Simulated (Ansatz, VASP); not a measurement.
## BaTe: VASP beside Ansatz

The input POSCAR:

```
BaTe
1.0
    3.5135592467      3.5135592467      0.0000000000
   -3.5135592467      3.5135592467      0.0000000000
    0.0000000000      3.5135592467      3.5375881823
Ba Te
1 1
Direct
    0.0000000000      0.0000000000      0.0000000000
    0.5000000000      0.5000000000      0.0000000000
```

INCAR.step1

```
ALGO = Normal
EDIFF = 1E-4
ENCUT = 520
GGA = PE
ISMEAR = 0
LASPH = T
LCHARG = F
LREAL = F
LWAVE = T
NBANDS = 15
NELM = 60
PREC = Accurate
SIGMA = 0.01
```

Contents of INCAR.step2:

```
ALGO = Normal
EDIFF = 1E-6
ENCUT = 520
ISIF = 2
ISMEAR = 0
ISTART = 1
LASPH = T
LCHARG = F
LMIXTAU = T
LREAL = F
LWAVE = F
METAGGA = R2SCAN
NBANDS = 15
NELM = 60
PREC = Accurate
SIGMA = 0.01
```

File KPOINTS:

```
k-points
0
Gamma
  6 6 6
```

Input for Ansatz:

```yaml
crystal:
  lattice:
    - [3.51355924671, 3.51355924671, 0.0]
    - [-3.51355924671, 3.51355924671, 0.0]
    - [0.0, 3.51355924671, 3.5375881823]
  atoms:
    - { symbol: Ba, position: [0.0, 0.0, 0.0] }
    - { symbol: Te, position: [0.5, 0.5, 0.0] }
kpoints:
  mp_grid: { grid: [6, 6, 6] }
scf:
  occupations: { method: fixed }
  convergence: { dr2_threshold: 1.0e-10 }
hamiltonian:
  xc: r2scan
  pseudopotentials: { kind: paw }
output:
  forces: true
  stress: true
  eigenstates:
    kpoints:
      - [0.0, 0.0, 0.0]
      - [-0.5, 0.5, 0.0]
      - [-0.5, -0.5, -0.5]
      - [0.0, 0.0, -0.5]
      - [0.0, -0.5, -0.5]
      - [0.0, 0.5, 0.0]
      - [-0.5, 0.0, 0.0]
      - [-0.5, 0.0, -0.5]
  eigenvalues: true
```

Change from the starting cell: film at in-plane strain -0.005.

Alike in both runs: task single point; functional r2SCAN; k mesh 6 × 6 × 6; no spin polarisation.

|  | VASP | Ansatz |
| --- | --- | --- |
| version | VASP 6.6.1 | Ansatz 0.2.0 |
| potentials or method | VASP PAW PBE potentials, release 64 (Ba_sv, Te) | PAW with Ansatz's default frozen-core files, scalar-relativistic |
| plane-wave cutoff (eV) | 520 | 500 |
| occupations | gaussian, width 0.01 eV | fixed |
| valence electrons in the cell | 16 | 26 |

Ansatz gave:

- gap on the k mesh at the Fermi level (eV): 1.98
- pressure (GPa): 0.3
- traceless stress, the component that is largest in VASP (GPa): -0.30

What did VASP give for the same quantities?

gap on the k mesh at the Fermi level (eV): 1.91; pressure (GPa): 0.6; traceless stress, the component that is largest in VASP (GPa): -0.31.

VASP's potentials were made for PBE, not for r2SCAN. VASP's potentials hold 16 valence electrons a cell and Ansatz's 26, so a difference there can come from the potentials and not from the codes.

Neither program's run includes spin-orbit coupling.
